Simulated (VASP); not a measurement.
Here is a VASP 6.6.1 calculation.

INCAR

```
  PREC = Accurate
  ENCUT = 600
  EDIFF = 1E-6
  ISMEAR = 0
  SIGMA = 0.1
  LREAL = False
  LASPH = True
  NELM = 100
  ALGO = Fast
  ISIF = 3
  LWAVE = False
  LCHARG = False
  GGA = PE
  IBRION = 2
  NSW = 100
  EDIFFG = -0.01
```

File KPOINTS:

```
Automatic mesh
0
Gamma
  10 10 4
```

POSCAR

```
SiW7
1.0
    3.2029601857      0.0000000000      0.0000000000
    0.0000000000      3.2029601857      0.0000000000
    0.0000000000      0.0000000000     12.2486082206
Si W
1 7
Direct
    0.0000000000      0.0000000000      0.0000000000
    0.0000000000      0.0000000000      0.2427937378
    0.5000000000      0.5000000000      0.3715611304
    0.5000000000      0.5000000000      0.8838273292
    0.5000000000      0.5000000000      0.1161726708
    0.0000000000      0.0000000000      0.7572062622
    0.5000000000      0.5000000000      0.6284388696
    0.0000000000      0.0000000000      0.5000000000
```

Potentials or basis: VASP PAW PBE potentials, release 64 (Si, W_sv).

The run is started by

```console
$ cat potpaw_PBE.64/Si/POTCAR potpaw_PBE.64/W_sv/POTCAR > POTCAR
$ mpirun -np 1 vasp_std > vasp.out
```

What does it give for the band gap on the k mesh?

Zero (bands 51 and 52 overlap by 1.47 eV).

Final structure:
```
CELL_PARAMETERS angstrom
3.19776 0.00000 0.00000
0.00000 3.19776 0.00000
0.00000 0.00000 12.28801
ATOMIC_POSITIONS crystal
Si 0.00000 0.00000 0.00000
W 0.00000 0.00000 0.24224
W 0.50000 0.50000 0.37168
W 0.50000 0.50000 0.88364
W 0.50000 0.50000 0.11636
W 0.00000 0.00000 0.75776
W 0.50000 0.50000 0.62832
W 0.00000 0.00000 0.50000
```

Caveat: spin-orbit coupling is left out, which moves the levels of the heavy elements.
